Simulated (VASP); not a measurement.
Wanted: the native input for a VASP 6.6.1 run.

```
Task                   : single point
Functional             : LDA
Potentials or basis    : VASP PAW LDA potentials, release 64 (N)
Cutoff                 : 520 eV
k mesh                 : 12 × 12 × 6
Occupations            : gaussian, width 0.05 eV
Spin                   : collinear spin, ferromagnetic start
Starting moments       : [3.18, 3.18] μB
Dipole correction      : no
Further INCAR settings : ALGO = Normal; EDIFF = 1e-06; NBANDS = 16
```

The structure of N lies in POSCAR:

```
N
1.0
    3.8310179812      0.0000000000      0.0000000000
   -1.9155089906      3.3177588940      0.0000000000
    0.0000000000      0.0000000000      5.2851977966
N
2
Direct
    0.3333333333      0.6666666667      0.2500000000
    0.6666666667      0.3333333333      0.7500000000
```

This cell differs from its parent crystal: ratio of the length along z to the lengths across it x 0.85, volume and fractional coordinates fixed.

One way to write it, as run:

INCAR

```
  ALGO = Normal
  EDIFF = 1E-6
  ENCUT = 520
  GGA = CA
  ISIF = 2
  ISMEAR = 0
  ISPIN = 2
  LASPH = True
  LCHARG = False
  LORBIT = 11
  LREAL = False
  LWAVE = False
  MAGMOM = 3.18 3.18
  NBANDS = 16
  NELM = 150
  PREC = Accurate
  SIGMA = 0.05
```

KPOINTS

```
k-points
0
Gamma
  12 12 6
```

Potentials or basis: VASP PAW LDA potentials, release 64 (N).

Command:

```bash
$ cat potpaw_LDA.64/N/POTCAR > POTCAR
$ mpirun -np 1 vasp_std > vasp.out
```

It gave:

```json
{
  "Pressure": "-0.3 GPa",
  "Band gap on the k mesh": "2.03 eV (least direct gap 2.07 eV)",
  "Net moment": "6.00 μB per cell",
  "Site moments": "N +1.93 μB",
  "Valence electrons inside the program's atomic spheres": "N 3.24"
}
```

Run time: 43 s on 1 thread of Intel(R) Xeon(R) 6975P-C (Granite Rapids) (shared host), peak memory 0.22 GiB.
